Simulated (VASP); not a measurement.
# HfN in VASP: further runs, part 2 of 2

VASP 6.6.1. Earlier steps stand in the parts before.

## Step 5: Single point, PBE (mode 4 frozen in at -0.058 Å and mode 6 at -0.058 Å (largest displacements))

File INCAR:

```
SYSTEM = HfN
ALGO     = Normal         ! electronic algorithm
EDIFF    = 1E-6           ! SCF threshold, eV
ENCUT    = 520            ! plane-wave cutoff, eV
GGA      = PE             ! functional
ISIF     = 2              ! what is computed and relaxed
ISMEAR   = 0              ! smearing method
LASPH    = .True.         ! aspherical terms in the spheres
LCHARG   = .False.        ! write CHGCAR
LREAL    = .False.        ! projectors in reciprocal space
LWAVE    = .False.        ! write WAVECAR
NBANDS   = 14             ! bands
NELM     = 100            ! most SCF steps
PREC     = Accurate       ! precision mode
SIGMA    = 0.15           ! smearing width, eV
```

File KPOINTS:

```
k-points
0
Gamma
  16 16 16
  0 0 0
```

File POSCAR:

```
HfN
1.0
    0.0000000000      2.2738140414      2.2738140414
    2.2738140414      0.0000000000      2.2738140414
    2.2738140414      2.2738140414      0.0000000000
Hf N
1 1
Direct
    0.0000000000      0.0020086494      0.0000000000
    0.5000000000      0.4744042393      0.5000000000
```

Potentials or basis: VASP PAW PBE potentials, release 64 (Hf_pv, N).

Run with:

```sh
$ cat potpaw_PBE.64/Hf_pv/POTCAR potpaw_PBE.64/N/POTCAR > POTCAR
$ mpirun -np 1 vasp_std > vasp.out
```

OUTCAR:

```text
SYSTEM = HfN
   EDIFF = 1E-6
   ENCUT = 520
   GGA = PE
   ISIF = 2
   ISMEAR = 0
   LASPH = .True.
   LREAL = .False.
   NELM = 100
   PREC = Accurate

 ion  position               nearest neighbor table
   1  0.000  0.002  0.000-   2 2.21   2 2.21   2 2.28   2 2.28   2 2.34   2 2.34
   2  0.500  0.474  0.500-   1 2.21   1 2.21   1 2.28   1 2.28   1 2.34   1 2.34

  LATTYP: Found a face centered cubic cell.
 ALAT       =     4.5476280828

  Lattice vectors:

 A1 = (   0.0000000000,   2.2738140414,   2.2738140414)
 A2 = (   2.2738140414,   0.0000000000,   2.2738140414)
 A3 = (   2.2738140414,   2.2738140414,   0.0000000000)

Analysis of symmetry for initial positions (statically):
=====================================================================
 Subroutine PRICEL returns:
 Original cell was already a primitive cell.

 Routine SETGRP: Setting up the symmetry group for a
 face centered cubic supercell.

 Subroutine GETGRP returns: Found  4 space group operations
 (whereof  4 operations were pure point group operations)
 out of a pool of 48 trial point group operations.

The static configuration has the point symmetry C_2v.

Analysis of symmetry for dynamics (positions and initial velocities):
[... 165 lines left out ...]

 k-point     1 :       0.0000    0.0000    0.0000
  band No.  band energies     occupation
      1     -23.0168      2.00000
      2     -23.0108      2.00000
      3     -23.0084      2.00000
      4      -9.1836      2.00000
      5       5.0688      2.00000
      6       5.0886      2.00000
      7       5.1132      2.00000
      8       7.8756      1.99842
      9       8.0124      1.93845
     10       8.0218      1.92506
     11       9.8050      0.00000
     12      10.1836      0.00000
     13      10.2620      0.00000
     14      17.7100      0.00000
[... 377 lines left out ...]
      1     -23.2592      2.00000
      2     -23.0530      2.00000
      3     -23.0373      2.00000
      4      -8.5527      2.00000
      5       2.8409      2.00000
      6       3.9861      2.00000
      7       4.2208      2.00000
      8       7.7947      1.99991
      9       8.9544      0.00000
     10       9.1435      0.00000
     11      11.1759      0.00000
     12      11.4855      0.00000
     13      13.0179      0.00000
     14      19.8107      0.00000

 [... further k-points ...]
[... 5 lines left out ...]
  --------------------------------------------------------------------------------------
  -------------------------------------------------------------------------------------
  Total       -0.1219978     -0.3310138     -0.1219978      0.0000000      0.0000000     -0.0234822
  in kB       -8.3131904    -22.5559884     -8.3131904      0.0000000      0.0000000     -1.6001281
  external PRESSURE =     -13.0607897 kB  Pullay stress =       0.0000000 kB

 VOLUME and BASIS-vectors are now :
 -----------------------------------------------------------------------------
  energy-cutoff  :      520.00
  volume of cell :       23.51
      direct lattice vectors                 reciprocal lattice vectors
     0.000000000  2.273814041  2.273814041    -0.219894851  0.219894851  0.219894851
     2.273814041  0.000000000  2.273814041     0.219894851 -0.219894851  0.219894851
     2.273814041  2.273814041  0.000000000     0.219894851  0.219894851 -0.219894851

 POSITION                                       TOTAL-FORCE (eV/Angst)
 -----------------------------------------------------------------------------------
      0.00457      0.00000      0.00457        -0.683196      0.000000     -0.683196
      2.21561      2.27381      2.21561         0.683196      0.000000      0.683196
 -----------------------------------------------------------------------------------
    total drift:                               -0.000056      0.000000     -0.000056

  FREE ENERGIE OF THE ION-ELECTRON SYSTEM (eV)
  ---------------------------------------------------
  free  energy   TOTEN  =       -21.7176036415 eV

  energy  without entropy=      -21.7110064806  energy(sigma->0) =      -21.71430506
```

OSZICAR:

```text
N       E                     dE             d eps       ncg     rms          rms(c)
DAV:   1     0.391404081572E+02    0.39140E+02   -0.78048E+03 17428   0.101E+03
DAV:   2    -0.226583220535E+02   -0.61799E+02   -0.57848E+02 23170   0.236E+02
DAV:   3    -0.247222747435E+02   -0.20640E+01   -0.20560E+01 20012   0.355E+01
DAV:   4    -0.247301986268E+02   -0.79239E-02   -0.79219E-02 20852   0.257E+00
DAV:   5    -0.247302498689E+02   -0.51242E-04   -0.51241E-04 19956   0.177E-01    0.475E+01
DAV:   6    -0.218315418283E+02    0.28987E+01   -0.83624E+00 19206   0.221E+01    0.405E+01
DAV:   7    -0.217464166736E+02    0.85125E-01   -0.46421E-01 22104   0.608E+00    0.262E+01
DAV:   8    -0.217239745808E+02    0.22442E-01   -0.11931E-01 19884   0.297E+00    0.617E+00
DAV:   9    -0.217177078761E+02    0.62667E-02   -0.16925E-02 19350   0.105E+00    0.195E+00
DAV:  10    -0.217176397830E+02    0.68093E-04   -0.10913E-03 23340   0.318E-01    0.461E-01
DAV:  11    -0.217176058044E+02    0.33979E-04   -0.74765E-05 21048   0.854E-02    0.112E-01
DAV:  12    -0.217176038054E+02    0.19990E-05   -0.84962E-06 23638   0.247E-02    0.118E-02
DAV:  13    -0.217176036415E+02    0.16396E-06   -0.19710E-07 11442   0.465E-03
   1 F= -.21717604E+02 E0= -.21714305E+02  d E =-.659716E-02
```

stdout:

```text
POSCAR found type information on POSCAR HfN
 POSCAR found :  2 types and       2 ions
 scaLAPACK will be used
 LDA part: xc-table for (Slater+PW92), standard interpolation
 POSCAR, INCAR and KPOINTS ok, starting setup
 FFT: planning ... GRIDC
 FFT: planning ... GRID_SOFT
 FFT: planning ... GRID
 WAVECAR not read
 entering main loop
```

It took 45 s on 1 thread of Intel Xeon 6975P-C (Granite Rapids), shared host; peak memory 0.32 GiB.

Results:

- Free energy: -21.7176 eV
- Pressure: -1.3 GPa
- Largest force: 0.966 eV/Å

Forces on the atoms (eV/Å):
```
Hf  -0.683  0.000 -0.683
N    0.683  0.000  0.683
```

Caveat: the cell differs from its parent crystal (mode 4 frozen in at -0.058 Å and mode 6 at -0.058 Å (largest displacements)); spin-orbit coupling is left out, which moves the levels of the heavy elements.

## Step 6: Single point, PBE (mode 4 frozen in at -0.039 Å and mode 6 at -0.039 Å (largest displacements))

File INCAR:

```
PREC = Accurate
ENCUT = 520
EDIFF = 1E-6
ISMEAR = 0
SIGMA = 0.15
LREAL = F
LASPH = T
NELM = 80
ALGO = Normal
ISIF = 2
LWAVE = F
LCHARG = F
GGA = PE
NBANDS = 14
```

File KPOINTS:

```
Automatic mesh
0
Gamma
  16 16 16
```

File POSCAR:

```
HfN
1.0
    0.0000000000      2.2738140414      2.2738140414
    2.2738140414      0.0000000000      2.2738140414
    2.2738140414      2.2738140414      0.0000000000
Hf N
1 1
Direct
    0.0000000000      0.0013390996      0.0000000000
    0.5000000000      0.4829361596      0.5000000000
```

Potentials or basis: VASP PAW PBE potentials, release 64 (Hf_pv, N).

Run with:

```sh
$ cat potpaw_PBE.64/Hf_pv/POTCAR potpaw_PBE.64/N/POTCAR > POTCAR
$ mpirun -np 1 vasp_std > vasp.out
```

It took 46 s on 1 thread of Intel Xeon 6975P-C (Granite Rapids), shared host; peak memory 0.32 GiB.

The run converged. Its results:

| Item | Value |
| --- | --- |
| Free energy | -21.7415 eV |
| Pressure | -1.9 GPa |
| Largest force | 0.646 eV/Å |

Forces in eV/Å, atoms in the order of the input:
```
Hf  -0.457  0.000 -0.457
N    0.457  0.000  0.457
```

Stress tensor (GPa, compression positive):
```
-1.65  0.00 -0.06
 0.00 -2.29  0.00
-0.06  0.00 -1.65
```

Levels at points of the mesh, in eV from the Fermi level:
| k point | band 5 | band 6 | band 7 | band 8 | band 9 | band 10 | band 11 | band 12 |
| --- | --- | --- | --- | --- | --- | --- | --- | --- |
| (0.00, 0.00, 0.00) | -3.07 | -3.06 | -3.05 | -0.34 | -0.28 | -0.27 | 1.60 | 1.94 |
| (0.50, 0.00, 0.00) | -8.77 | -6.08 | -6.07 | 3.18 | 3.56 | 3.60 | 4.32 | 8.54 |
| (0.00, 0.50, 0.00) | -8.77 | -6.10 | -6.09 | 3.17 | 3.60 | 3.60 | 4.35 | 8.57 |
| (0.50, 0.50, 0.00) | -5.41 | -4.01 | -3.69 | -3.40 | 4.00 | 5.34 | 5.37 | 5.37 |
| (0.50, 0.00, 0.50) | -5.42 | -4.13 | -3.70 | -3.27 | 4.01 | 5.33 | 5.37 | 5.37 |

Caveat: the cell differs from its parent crystal (mode 4 frozen in at -0.039 Å and mode 6 at -0.039 Å (largest displacements)); spin-orbit coupling is left out, which moves the levels of the heavy elements.
